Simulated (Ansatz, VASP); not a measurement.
PbSe: VASP beside Ansatz

```
Pb Se
1.0
     0.00000    3.05236    3.05236
     3.05236    0.00000    3.05236
     3.05236    3.05236    0.00000
Pb Se
1 1
Cartesian
  0.0000 0.0000 0.0000
  3.0524 3.0524 3.0524
```

Alike in both runs: task single point; functional HSE06; k mesh 4 × 4 × 4; occupations fermi-dirac, width 0.05 eV; no spin polarisation.

```csv
,VASP,Ansatz
version,VASP 6.6.1,Ansatz 0.2.0 development build
potentials or method,"VASP PAW PBE potentials, release 64 (Pb_d, Se)","plane waves, PAW datasets (generated soft set 1)"
plane-wave cutoff (eV),520,420
valence electrons in the cell,20,30
```

```tsv
	VASP	Ansatz	Ansatz less VASP
gap on the k mesh at the Fermi level (eV)	0.68	0.67	-0.005
```

With one functional, cell and mesh, what is left measures potentials, basis and numerics. VASP's potentials hold 20 valence electrons a cell and Ansatz's 30, so a difference there can come from the potentials and not from the codes. Ansatz's warnings: stress exchange threshold loose, stress scf threshold loose.

The k mesh is coarse, so the values compare programs but aren't converged. Spin-orbit coupling is off throughout.
